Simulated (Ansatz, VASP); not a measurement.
## Two plane-wave programs on Ge

POSCAR

```
Ge
1.0
    3.9639912520      0.0000000000      0.0000000000
   -1.9819956260      3.4329170951      0.0000000000
    0.0000000000      0.0000000000      6.5439184200
Ge
4
Direct
    0.6666666667      0.3333333333      0.0629010000
    0.3333333333      0.6666666667      0.5629010000
    0.6666666667      0.3333333333      0.4370990000
    0.3333333333      0.6666666667      0.9370990000
```

INCAR.step1

```
SYSTEM = Ge
ALGO = Normal
EDIFF = 1E-4
ENCUT = 520
GGA = PE
ISMEAR = 1
LASPH = .TRUE.
LCHARG = .FALSE.
LREAL = .FALSE.
LWAVE = .TRUE.
NBANDS = 36
NELM = 80
PREC = Accurate
SIGMA = 0.15
```

File INCAR.step2:

```
SYSTEM = Ge
ALGO = Normal
EDIFF = 1E-7
ENCUT = 520
ISIF = 2
ISMEAR = 1
ISTART = 1
LASPH = .TRUE.
LCHARG = .FALSE.
LMIXTAU = .TRUE.
LREAL = .FALSE.
LWAVE = .FALSE.
METAGGA = R2SCAN
NBANDS = 36
NELM = 80
PREC = Accurate
SIGMA = 0.15
```

File KPOINTS:

```
k-points
0
G
  7 7 4
  0 0 0
```

Input for Ansatz:

```yaml
crystal:
  lattice:
    - [3.963991252034954, 0.0, 0.0]
    - [-1.981995626017477, 3.432917095079076, 0.0]
    - [0.0, 0.0, 6.5439184199844425]
  atoms:
    - { symbol: Ge, position: [0.6666666666666666, 0.3333333333333333, 0.062901] }
    - { symbol: Ge, position: [0.3333333333333333, 0.6666666666666666, 0.562901] }
    - { symbol: Ge, position: [0.6666666666666666, 0.3333333333333333, 0.437099] }
    - { symbol: Ge, position: [0.3333333333333333, 0.6666666666666666, 0.937099] }
basis:
  ecutwfc: 600.0
kpoints:
  mp_grid:
    grid: [7, 7, 4]
hamiltonian:
  xc: r2scan
  pseudopotentials:
    kind: paw
scf:
  occupations:
    method: methfessel_paxton
    width: 0.15
output:
  stress: true
```

Alike in both runs: task single point; functional r2SCAN; k mesh 7 × 7 × 4; occupations methfessel-paxton of order 1, width 0.15 eV; no spin polarisation.

|  | VASP | Ansatz |
| --- | --- | --- |
| version | VASP 6.6.1 | Ansatz 0.2.0 |
| potentials or method | VASP PAW PBE potentials, release 64 (Ge_d), cutoff 520 eV | plane waves, PAW |
| valence electrons in the cell | 56 | 56 |

Ansatz gave:

* pressure (GPa): 1.8

Task: Which values does VASP return?

Result: Pressure (GPa): 1.9.

VASP's potentials were made for PBE, not for r2SCAN.
